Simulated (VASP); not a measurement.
A run of VASP 6.6.1 is set up as follows.

File INCAR:

```
SYSTEM = ZnO
PREC = Accurate
ENCUT = 520
EDIFF = 1E-7
ISMEAR = 0
SIGMA = 0.05
LREAL = .False.
LASPH = .True.
NELM = 80
ALGO = Normal
ISIF = 2
LWAVE = .False.
LCHARG = .False.
GGA = CA
NBANDS = 26
```

File KPOINTS:

```
regular mesh
0
Gamma
  9 9 4
  0 0 0
```

POSCAR

```
ZnO
1.0
    3.2386476513      0.0000000000      0.0000000000
   -1.6193238256      2.8047511399      0.0000000000
    0.0000000000      0.0000000000      7.1304413500
Zn O
2 2
Direct
    0.0000000000      0.0000000000      0.7500000000
    0.0000000000      0.0000000000      0.2500000000
    0.3333333333      0.6666666667      0.2500000000
    0.6666666667      0.3333333333      0.7500000000
```

Potentials or basis: VASP PAW LDA potentials, release 64 (Zn, O).

The run is started by

```sh
$ cat potpaw_LDA.64/Zn/POTCAR potpaw_LDA.64/O/POTCAR > POTCAR
$ mpirun -np 1 vasp_std > vasp.out
```

What does it give for the pressure?

-3.5 GPa.

What does it give for the band gap on the k mesh?

0.77 eV.

Stress tensor (GPa, compression positive):
```
-4.28  0.00  0.00
 0.00 -4.28  0.00
 0.00  0.00 -1.87
```

Caveat: the cell differs from its parent crystal (strain -0.015 along x and y, +0.000 along z); the cell stands under tension; an odd mesh through Γ misses points on the zone boundary, where band edges can lie.
